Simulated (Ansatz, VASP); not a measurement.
Rh: VASP beside Ansatz

File INCAR:

```
SYSTEM = Rh
  ALGO = Normal
  EDIFF = 1E-6
  ENCUT = 520
  GGA = PE
  ISIF = 2
  ISMEAR = -1
  ISPIN = 2
  LASPH = .True.
  LCHARG = .False.
  LMAXMIX = 4
  LORBIT = 11
  LREAL = .False.
  LWAVE = .False.
  MAGMOM = 1 1
  NBANDS = 26
  NELM = 150
  PREC = Accurate
  SIGMA = 0.05
```

KPOINTS

```
k-points
0
Gamma
  16 16 16
  0 0 0
```

Contents of POSCAR:

```
Rh
1.0
    0.0000000000      2.7570075637      2.7570075637
    2.7570075637      0.0000000000      2.7570075637
    2.7570075637      2.7570075637      0.0000000000
Rh
2
Direct
    0.1250000000      0.1250000000      0.1250000000
    0.8750000000      0.8750000000      0.8750000000
```

Input for Ansatz:

```yaml
crystal:
  lattice:
    - [0.0, 2.7570075651, 2.7570075651]
    - [2.7570075651, 0.0, 2.7570075651]
    - [2.7570075651, 2.7570075651, 0.0]
  atoms:
    - { symbol: Rh, position: [0.125, 0.125, 0.125], spin: 1.0 }
    - { symbol: Rh, position: [0.875, 0.875, 0.875], spin: 1.0 }
hamiltonian:
  xc: pbe
  pseudopotentials:
    kind: paw
    azcp:
      Rh: "pseudopotentials/Rh.paw.azcp"
basis:
  ecutwfc: 420
  fft_grid_basis: typed
kpoints:
  mp_grid: { grid: [16, 16, 16], shift: [0, 0, 0] }
magnetization:
  spin_polarized: true
scf:
  occupations: { method: fermi_dirac, width: 0.05 }
```

Alike in both runs: task single point; functional PBE; k mesh 16 × 16 × 16; occupations fermi-dirac, width 0.05 eV; collinear spin.

|  | VASP | Ansatz |
| --- | --- | --- |
| version | VASP 6.6.1 | Ansatz 0.2.0 |
| potentials or method | VASP PAW PBE potentials, release 64 (Rh_pv), cutoff 520 eV | plane waves (420 eV) with PAW, scalar-relativistic |
| valence electrons in the cell | 30 | 34 |

|  | VASP | Ansatz | Ansatz less VASP |
| --- | --- | --- | --- |
| net moment per atom (μB) | 0.00 | 0.00 | -0.001 |

VASP's potentials hold 30 valence electrons a cell and Ansatz's 34, so a difference there can come from the potentials and not from the codes. Ansatz's warnings: seeded moment not kept.
